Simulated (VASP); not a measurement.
Wanted: the native input for a VASP 6.6.1 run.

```
Task                   : single point
Functional             : PBE
Potentials or basis    : VASP PAW PBE potentials, release 64 (Sr_sv, Cl)
Cutoff                 : 520 eV
k mesh                 : 6 × 6 × 6
Occupations            : gaussian, width 0.05 eV
Spin                   : no spin polarisation
Dipole correction      : no
Further INCAR settings : ALGO = Normal; EDIFF = 1e-06; NBANDS = 19
```

The structure of SrCl2 lies in POSCAR:

```
SrCl2
1.0
    0.0000000000      3.5355987964      3.7099038171
    3.5355987964      0.0000000000      3.7099038171
    3.5355987964      3.5355987964      0.0000000000
Sr Cl
1 2
Direct
    0.0000000000      0.0000000000      0.0000000000
    0.2500000000      0.2500000000      0.2500000000
    0.7500000000      0.7500000000      0.7500000000
```

This cell differs from its parent crystal: volume 30.917 Å^3 an atom, c/a of the conventional cell 1.0493.

The input as run:

INCAR

```
SYSTEM = SrCl2
PREC     = Accurate       ! precision mode
ENCUT    = 520            ! plane-wave cutoff, eV
EDIFF    = 1E-6           ! SCF threshold, eV
ISMEAR   = 0              ! smearing method
SIGMA    = 0.05           ! smearing width, eV
LREAL    = .False.        ! projectors in reciprocal space
LASPH    = .True.         ! aspherical terms in the spheres
NELM     = 100            ! most SCF steps
ALGO     = Normal         ! electronic algorithm
ISIF     = 2              ! what is computed and relaxed
LWAVE    = .False.        ! write WAVECAR
LCHARG   = .True.         ! write CHGCAR
GGA      = PE             ! functional
LELF     = .True.         ! ELF
LVHAR    = .True.       
NBANDS   = 19             ! bands
```

KPOINTS

```
regular mesh
0
Gamma
  6 6 6
  0 0 0
```

Potentials or basis: VASP PAW PBE potentials, release 64 (Sr_sv, Cl).

Command:

```bash
$ cat potpaw_PBE.64/Sr_sv/POTCAR potpaw_PBE.64/Cl/POTCAR > POTCAR
$ mpirun -np 1 vasp_std > vasp.out
```

Results of the run:

```json
{
 "Pressure": "-1.7 GPa",
 "Band gap on the k mesh": "4.85 eV, indirect (least direct gap 5.14 eV)"
}
```

Wall time 28 s on 1 thread of Intel(R) Xeon(R) 6975P-C (Granite Rapids) (shared host), peak memory 0.25 GiB.
